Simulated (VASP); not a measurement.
# In3As (Pm-3m) in VASP: a series of runs

In3As is run at these levels: PBE; tasks: single point.

All numbers are computed with VASP 6.6.1; they aren't measurements. Logs are shortened: lines on timing, memory, paths and dates and some standing lists are left out, and cuts for length are marked.

## (1) The cell of the first run

The structure is cubic, space group Pm-3m (No. 221). The conventional cell has a = 4.303 Å, b = 4.303 Å, c = 4.303 Å, α = 90.00°, β = 90.00°, γ = 90.00°. Within 4.0 Å of In (site symmetry 4/mmm) lie 8 In at 3.04 Å and 4 As at 3.04 Å. Within 4.0 Å of As (site symmetry m-3m) lie 12 In at 3.04 Å.

## (2) Single point, PBE

File INCAR:

```
  PREC = Accurate
  ENCUT = 520
  EDIFF = 1E-6
  ISMEAR = -1
  SIGMA = 0.05
  LREAL = F
  LASPH = T
  NELM = 60
  ALGO = Normal
  ISIF = 2
  LWAVE = F
  LCHARG = F
  GGA = PE
  NBANDS = 30
```

File KPOINTS:

```
Automatic mesh
0
Gamma
  6 6 6
```

File POSCAR:

```
In3As
1.0
    4.3034281747      0.0000000000      0.0000000000
    0.0000000000      4.3034281747      0.0000000000
    0.0000000000      0.0000000000      4.3034281747
In As
3 1
Direct
    0.5000000000      0.5000000000      0.0000000000
    0.5000000000      0.0000000000      0.5000000000
    0.0000000000      0.5000000000      0.5000000000
    0.0000000000      0.0000000000      0.0000000000
```

Potentials or basis: VASP PAW PBE potentials, release 64 (In_d, As).

The run is started by

```
cat potpaw_PBE.64/In_d/POTCAR potpaw_PBE.64/As/POTCAR > POTCAR
mpirun -np 1 vasp_std > vasp.out
```

OUTCAR:

```text
PREC = Accurate
   ENCUT = 520
   EDIFF = 1E-6
   ISMEAR = -1
   LREAL = F
   LASPH = T
   NELM = 60
   ISIF = 2
   GGA = PE

 ion  position               nearest neighbor table
   1  0.500  0.500  0.000-   2 3.04   3 3.04   4 3.04   2 3.04   3 3.04   2 3.04   4 3.04   2 3.04
                             3 3.04   4 3.04   3 3.04   4 3.04
   2  0.500  0.000  0.500-   1 3.04   3 3.04   4 3.04   1 3.04   4 3.04   1 3.04   3 3.04   1 3.04
                             3 3.04   4 3.04   4 3.04   3 3.04
   3  0.000  0.500  0.500-   1 3.04   2 3.04   4 3.04   1 3.04   4 3.04   2 3.04   4 3.04   4 3.04
                             1 3.04   2 3.04   1 3.04   2 3.04
   4  0.000  0.000  0.000-   1 3.04   2 3.04   3 3.04   2 3.04   3 3.04   1 3.04   3 3.04   3 3.04
                             1 3.04   2 3.04   2 3.04   1 3.04

  LATTYP: Found a simple cubic cell.
 ALAT       =     4.3034281747

  Lattice vectors:

 A1 = (   4.3034281747,   0.0000000000,   0.0000000000)
 A2 = (   0.0000000000,   4.3034281747,   0.0000000000)
 A3 = (   0.0000000000,   0.0000000000,   4.3034281747)

Analysis of symmetry for initial positions (statically):
=====================================================================
 Subroutine PRICEL returns:
 Original cell was already a primitive cell.

 Routine SETGRP: Setting up the symmetry group for a
 simple cubic supercell.

 Subroutine GETGRP returns: Found 48 space group operations
 (whereof 48 operations were pure point group operations)
 out of a pool of 48 trial point group operations.

The static configuration has the point symmetry O_h .

Analysis of symmetry for dynamics (positions and initial velocities):
=====================================================================
 Subroutine PRICEL returns:
 Original cell was already a primitive cell.

 Routine SETGRP: Setting up the symmetry group for a
 simple cubic supercell.

 Subroutine GETGRP returns: Found 48 space group operations
 (whereof 48 operations were pure point group operations)
 out of a pool of 48 trial point group operations.

The dynamic configuration has the point symmetry O_h .

 Subroutine INISYM returns: Found 48 space group operations
 (whereof 48 operations are pure point group operations),
 and found     1 'primitive' translations

----------------------------------------------------------------------------------------

                                     Primitive cell

  volume of cell :      79.6973

  direct lattice vectors                    reciprocal lattice vectors
     4.303428175  0.000000000  0.000000000     0.232372880  0.000000000  0.000000000
     0.000000000  4.303428175  0.000000000     0.000000000  0.232372880  0.000000000
     0.000000000  0.000000000  4.303428175     0.000000000  0.000000000  0.232372880

  length of vectors
     4.303428175  4.303428175  4.303428175     0.232372880  0.232372880  0.232372880

  position of ions in fractional coordinates (direct lattice)
     0.500000000  0.500000000  0.000000000
     0.500000000  0.000000000  0.500000000
     0.000000000  0.500000000  0.500000000
     0.000000000  0.000000000  0.000000000

  ion indices of the primitive-cell ions
   primitive index   ion index
                 1           1
                 2           2
                 3           3
                 4           4

----------------------------------------------------------------------------------------

 KPOINTS: Automatic mesh

Automatic generation of k-mesh.
 Grid dimensions read from file:
 generate k-points for:    6    6    6

 Generating k-lattice:

  Cartesian coordinates                     Fractional coordinates (reciprocal lattice)
     0.038728813  0.000000000  0.000000000     0.166666667  0.000000000  0.000000000
     0.000000000  0.038728813  0.000000000     0.000000000  0.166666667  0.000000000
     0.000000000  0.000000000  0.038728813     0.000000000  0.000000000  0.166666667

  Length of vectors
     0.038728813  0.038728813  0.038728813

  Shift w.r.t. Gamma in fractional coordinates (k-lattice)
     0.000000000  0.000000000  0.000000000

 Subroutine IBZKPT returns following result:
 ===========================================

 Found     20 irreducible k-points:

 Following reciprocal coordinates:
            Coordinates               Weight
  0.000000  0.000000  0.000000      1.000000
  0.166667  0.000000  0.000000      6.000000
  0.333333  0.000000  0.000000      6.000000
  0.500000  0.000000  0.000000      3.000000
  0.166667  0.166667  0.000000     12.000000
  0.333333  0.166667  0.000000     24.000000
[... 12 lines left out ...]
  0.500000  0.500000  0.333333      6.000000
  0.500000  0.500000  0.500000      1.000000
   k-points           NKPTS =     20   k-points in BZ     NKDIM =     20   number of bands    NBANDS=     30
   number of dos      NEDOS =    301   number of ions     NIONS =      4
   total plane-waves  NPLWV =  32768
   dimension x,y,z NGX =    32 NGY =   32 NGZ =   32
   dimension x,y,z NGXF=    64 NGYF=   64 NGZF=   64
   ions per type =               3   1
   NGX,Y,Z   is equivalent  to a cutoff of  12.36, 12.36, 12.36 a.u.
   NGXF,Y,Z  is equivalent  to a cutoff of  24.72, 24.72, 24.72 a.u.
 SYSTEM =  unknown system
   PREC   = accura    normal or accurate (medium, high low for compatibility)
   ISTART =      0    job   : 0-new  1-cont  2-samecut
   ICHARG =      2    charge: 1-file 2-atom 10-const
   ISPIN  =      1    spin polarized calculation?
   LNONCOLLINEAR =      F non collinear calculations
   LSORBIT =      F    spin-orbit coupling
   LASPH  =      T    aspherical Exc in radial PAW
   ENCUT  =  520.0 eV  38.22 Ry    6.18 a.u.   8.00  8.00  8.00*2*pi/ulx,y,z
   NELM   =     60;   NELMIN=  2; NELMDL= -5     # of ELM steps
   EDIFF  = 0.1E-05   stopping-criterion for ELM
   LREAL  =      F    real-space projection
   EDIFFG = 0.1E-04   stopping-criterion for IOM
   NSW    =      0    number of steps for IOM
   IBRION =     -1    ionic relax: 0-MD 1-quasi-New 2-CG
   NFREE  =      0    steps in history (QN), initial steepest desc. (CG)
   ISIF   =      2    stress and relaxation
   ISYM   =      2    0-nonsym 1-usesym 2-fastsym
   POTIM  = 0.5000    time-step for ionic-motion
   TEBEG  =    0.0;   TEEND  =   0.0 temperature during run
   PSTRESS=    0.0 pullay stress
   NELECT =      44.0000    total number of electrons
   NUPDOWN=      -1.0000    fix difference up-down
   EMIN   =  10.00;   EMAX   =-10.00  energy-range for DOS
   EFERMI =   0.00;   METHOD = LEGACY
   ISMEAR =    -1;   SIGMA  =   0.05  broadening in eV -4-tet -1-fermi 0-gaus
   EFERMI_NEDOS =   21; number of points for ismear=-14 and -15
   IALGO  =     38    algorithm
   IMIX   =      4    mixing-type and parameters
     AMIX     =   0.40;   BMIX     =  1.00
     AMIX_MAG =   1.60;   BMIX_MAG =  1.00
  volume/ion in A,a.u.               =      19.92       134.46
  Fermi-wavevector in a.u.,A,eV,Ry     =   1.343006  2.537913 24.540340  1.803664
  Thomas-Fermi vector in A             =   2.471114
   LORBIT       =      0    0 simple, 1 ext, 2 COOP (PROOUT), +10 PAW based schemes
   GGA     = PE    functional components
   LHFCALC =     F    Hartree Fock is set to
   AEXX    =    0.0000 exact exchange contribution
   IVDW    =     0    specifies the selected vdW correction
   LEPSILON=     F    determine dielectric tensor
   LRPA    =     F    only Hartree local field effects (RPA)
 non-spin polarized calculation
  energy-cutoff  :      520.00
  volume of cell :       79.70
 maximum number of plane-waves:      2176
   NGX = 17   NGY = 17   NGZ = 17

 number of electron      43.9999991 magnetization

 Free energy of the ion-electron system (eV)
  ---------------------------------------------------
  ext. energy  EPLUGINS =         0.00000000
  ---------------------------------------------------
  free energy    TOTEN  =       -10.91419208 eV

  energy without entropy =      -10.89982722  energy(sigma->0) =      -10.90700965

 E-fermi :   9.8929     XC(G=0): -11.3394

 val. band max:        9.8184569085   @ k =   0.3333   0.3333   0.3333
 cond. band min:       9.9273940955   @ k =   0.3333   0.1667   0.0000
 fundamental gap:      0.1089371869
 Fermi energy:         9.8928768071

 k-point     1 :       0.0000    0.0000    0.0000
  band No.  band energies     occupation
      1      -5.5957      2.00000
      2      -5.5048      2.00000
      3      -5.5048      2.00000
      4      -5.5048      2.00000
      5      -5.2349      2.00000
      6      -5.2349      2.00000
[... 22 lines left out ...]
     29      16.6753      0.00000
     30      17.5979      0.00000

 k-point     2 :       0.1667    0.0000    0.0000
  band No.  band energies     occupation
      1      -5.5401      2.00000
      2      -5.4930      2.00000
      3      -5.4514      2.00000
      4      -5.4514      2.00000
      5      -5.2257      2.00000
      6      -5.1926      2.00000
[... 22 lines left out ...]
     29      17.4508      0.00000
     30      17.6923      0.00000

 k-point     3 :       0.3333    0.0000    0.0000
  band No.  band energies     occupation
      1      -5.4677      2.00000
      2      -5.4015      2.00000
      3      -5.3021      2.00000
      4      -5.3021      2.00000
      5      -5.2017      2.00000
      6      -5.0869      2.00000
[... 22 lines left out ...]
     29      17.9364      0.00000
     30      18.2540      0.00000

 k-point     4 :       0.5000    0.0000    0.0000
  band No.  band energies     occupation
      1      -5.4540      2.00000
      2      -5.3066      2.00000
      3      -5.1627      2.00000
      4      -5.1399      2.00000
      5      -5.1399      2.00000
      6      -5.0183      2.00000
[... 22 lines left out ...]
     29      16.8006      0.00000
     30      17.0682      0.00000

 k-point     5 :       0.1667    0.1667    0.0000
  band No.  band energies     occupation
      1      -5.4951      2.00000
      2      -5.4606      2.00000
      3      -5.4189      2.00000
      4      -5.4059      2.00000
      5      -5.2002      2.00000
      6      -5.1641      2.00000
[... 22 lines left out ...]
     29      17.6733      0.00000
     30      18.4938      0.00000
[... 394 lines left out ...]
     29      18.4313      0.00000
     30      19.0617      0.00000

 k-point    18 :       0.5000    0.3333    0.3333
  band No.  band energies     occupation
      1      -5.4494      2.00000
      2      -5.3415      2.00000
      3      -5.2706      2.00000
      4      -5.2410      2.00000
      5      -5.2049      2.00000
      6      -5.1827      2.00000
[... 22 lines left out ...]
     29      18.5554      0.00000
     30      18.9018      0.00000

 k-point    19 :       0.5000    0.5000    0.3333
  band No.  band energies     occupation
      1      -5.5018      2.00000
      2      -5.3101      2.00000
      3      -5.3087      2.00000
      4      -5.3087      2.00000
      5      -5.1857      2.00000
      6      -5.1857      2.00000
[... 22 lines left out ...]
     29      18.9485      0.00000
     30      19.8011      0.00000

 k-point    20 :       0.5000    0.5000    0.5000
  band No.  band energies     occupation
      1      -5.5627      2.00000
      2      -5.3393      2.00000
      3      -5.3393      2.00000
      4      -5.3393      2.00000
      5      -5.1953      2.00000
      6      -5.1953      2.00000
[... 22 lines left out ...]
     29      20.8380      0.00000
     30      20.8392      0.00000

------------------------ aborting loop because EDIFF is reached ----------------------------------------

  FORCE on cell =-STRESS in cart. coord.  units (eV):
  Direction    XX          YY          ZZ          XY          YZ          ZX
  --------------------------------------------------------------------------------------
  -------------------------------------------------------------------------------------
  Total        9.9084283      9.9084283      9.9084283      0.0000000      0.0000000      0.0000000
  in kB      199.1919019    199.1919019    199.1919019      0.0000000      0.0000000      0.0000000
  external PRESSURE =     199.1919019 kB  Pullay stress =       0.0000000 kB

 VOLUME and BASIS-vectors are now :
 -----------------------------------------------------------------------------
  energy-cutoff  :      520.00
  volume of cell :       79.70
      direct lattice vectors                 reciprocal lattice vectors
     4.303428175  0.000000000  0.000000000     0.232372880  0.000000000  0.000000000
     0.000000000  4.303428175  0.000000000     0.000000000  0.232372880  0.000000000
     0.000000000  0.000000000  4.303428175     0.000000000  0.000000000  0.232372880

 POSITION                                       TOTAL-FORCE (eV/Angst)
 -----------------------------------------------------------------------------------
      2.15171      2.15171      0.00000         0.000000      0.000000      0.000000
      2.15171      0.00000      2.15171         0.000000      0.000000      0.000000
      0.00000      2.15171      2.15171         0.000000      0.000000      0.000000
      0.00000      0.00000      0.00000         0.000000      0.000000      0.000000
 -----------------------------------------------------------------------------------
    total drift:                                0.000000     -0.000000     -0.000000

  FREE ENERGIE OF THE ION-ELECTRON SYSTEM (eV)
  ---------------------------------------------------
  free  energy   TOTEN  =       -10.9141920782 eV

  energy  without entropy=      -10.8998272151  energy(sigma->0) =      -10.90700965
```

Run time: 49 s. Hardware: 1 thread of AMD EPYC 7R43 (Zen 3), shared host; peak memory 0.15 GiB.

What came out:

```
Free energy            : -10.9142 eV
Pressure               : 19.9 GPa
Band gap on the k mesh : zero (band 22 reaches 10.75 eV, above the bottom of band 23 at 5.28 eV)
```

Caveat: spin-orbit coupling is left out, which moves the levels of the heavy elements.

## (3) Single point, PBE

This run uses another cell than the first one, of 21.87 Å³/atom, 1.098 times its volume.

File INCAR:

```
ALGO = Fast ; EDIFF = 1E-6
ENCUT = 520 ; GGA = PE
ISIF = 2 ; ISMEAR = -1
LASPH = True ; LCHARG = False
LREAL = False ; LWAVE = False
NBANDS = 30 ; NELM = 80
PREC = Accurate ; SIGMA = 0.05
```

File KPOINTS:

```
k-points
0
Gamma
  6 6 6
```

File POSCAR:

```
In3As
1.0
    4.4394473163      0.0000000000      0.0000000000
    0.0000000000      4.4394473163      0.0000000000
    0.0000000000      0.0000000000      4.4394473163
In As
3 1
Direct
    0.5000000000      0.5000000000      0.0000000000
    0.5000000000      0.0000000000      0.5000000000
    0.0000000000      0.5000000000      0.5000000000
    0.0000000000      0.0000000000      0.0000000000
```

Potentials or basis: VASP PAW PBE potentials, release 64 (In_d, As).

The run is started by

```
cat potpaw_PBE.64/In_d/POTCAR potpaw_PBE.64/As/POTCAR > POTCAR
mpirun -np 1 vasp_std > vasp.out
```

It took 2 min on 1 thread of AMD EPYC 7R43 (Zen 3), shared host; peak memory 0.18 GiB.

The run converged. Its results:

| Item | Value |
| --- | --- |
| Free energy | -11.6264 eV |
| Pressure | 10.0 GPa |
| Band gap on the k mesh | zero (band 22 reaches 9.26 eV, above the bottom of band 23 at 4.40 eV) |

Levels at points of the mesh, in eV from the Fermi level:
```
           k point  band 18  band 19  band 20  band 21  band 22  band 23  band 24  band 25  band 26  band 27
(0.00, 0.00, 0.00)    -3.57    -3.57    -3.57    -1.70    -1.70     2.19     2.19     2.19     4.89     4.89
(0.50, 0.00, 0.00)    -4.36    -2.03    -2.03    -0.71    -0.34    -0.34    -0.12     1.20     5.21     5.21
(0.50, 0.50, 0.00)    -6.66    -6.53    -1.03    -0.52     0.71     0.71     1.86     1.86     2.08     2.24
(0.50, 0.50, 0.50)    -4.86    -4.86    -4.39    -4.39    -4.39    -4.11     5.38     5.38     5.38     9.90
```

Caveat: spin-orbit coupling is left out, which moves the levels of the heavy elements.

(Continued in part 2 of 2.)
